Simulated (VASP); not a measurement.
Wanted: the native input for a VASP 6.6.1 run.

```yaml
Task: single point
Functional: PBE-based screened hybrid
Potentials_or_basis: VASP PAW PBE potentials, release 64 (Co, Si)
Cutoff: 520 eV
k_mesh: 5 × 5 × 5
Occupations: fermi-dirac, width 0.05 eV
Spin: collinear spin, ferromagnetic start
Starting_moments: "[2.0, 0.0] μB"
Dipole_correction: no
Grid_for_exact_exchange_PRECFOCK: Normal
Share_of_exact_exchange: 0.25
Further_INCAR_settings: ALGO = Normal; EDIFF = 1e-06; NBANDS = 18
Screening_parameter: 0.3 1/Å
```

Crystal: CoSi.

```
CELL_PARAMETERS angstrom
2.78133 0.00000 0.00000
0.00000 2.78133 0.00000
0.00000 0.00000 2.78133
ATOMIC_POSITIONS crystal
Co 0.00000 0.00000 0.00000
Si 0.50000 0.50000 0.50000
```

One way to write it, as run:

POSCAR

```
CoSi
1.0
    2.7813340000      0.0000000000      0.0000000000
    0.0000000000      2.7813340000      0.0000000000
    0.0000000000      0.0000000000      2.7813340000
Co Si
1 1
Direct
    0.0000000000      0.0000000000      0.0000000000
    0.5000000000      0.5000000000      0.5000000000
```

INCAR.step1

```
SYSTEM = CoSi
  PREC = Accurate
  ENCUT = 520
  EDIFF = 1E-5
  ISMEAR = -1
  SIGMA = 0.05
  LREAL = .FALSE.
  LASPH = .TRUE.
  NELM = 150
  ALGO = Normal
  ISIF = 2
  LWAVE = .TRUE.
  LCHARG = .FALSE.
  ISPIN = 2
  MAGMOM = 2 0
  LORBIT = 11
  LMAXMIX = 4
  GGA = PE
  NBANDS = 18
```

INCAR.step2

```
SYSTEM = CoSi
  PREC = Accurate
  ENCUT = 520
  EDIFF = 1E-6
  ISMEAR = -1
  SIGMA = 0.05
  LREAL = .FALSE.
  LASPH = .TRUE.
  NELM = 150
  ALGO = Normal
  ISIF = 2
  LWAVE = .FALSE.
  LCHARG = .FALSE.
  ISPIN = 2
  MAGMOM = 2 0
  LORBIT = 11
  LMAXMIX = 4
  GGA = PE
  LHFCALC = .TRUE.
  AEXX = 0.25
  HFSCREEN = 0.3
  PRECFOCK = Normal
  ISTART = 1
  NBANDS = 18
```

KPOINTS

```
Automatic mesh
0
G
  5 5 5
  0 0 0
```

Potentials or basis: VASP PAW PBE potentials, release 64 (Co, Si).

Launch:

```bash
$ cat potpaw_PBE.64/Co/POTCAR potpaw_PBE.64/Si/POTCAR > POTCAR
$ cp INCAR.step1 INCAR
$ mpirun -np 1 vasp_std > vasp.out
$ cp INCAR.step2 INCAR
$ mpirun -np 1 vasp_std > vasp.out
```

It gave:

```yaml
Pressure: -2.6 GPa
Net_moment: 0.87 μB per cell
Site_moments: Co +0.97; Si +0.02 μB
Valence_electrons_inside_the_program's_atomic_spheres: Co 8.64; Si 1.60
```

Caveat: the k points lie up to 0.45 Å⁻¹ apart; the PAW data sets were made with another functional, which shifts forces and pressure a little.

Run time: 12 min on 1 thread of AMD EPYC 7R13 Processor (Zen 3), on a shared host, peak memory 0.22 GiB.
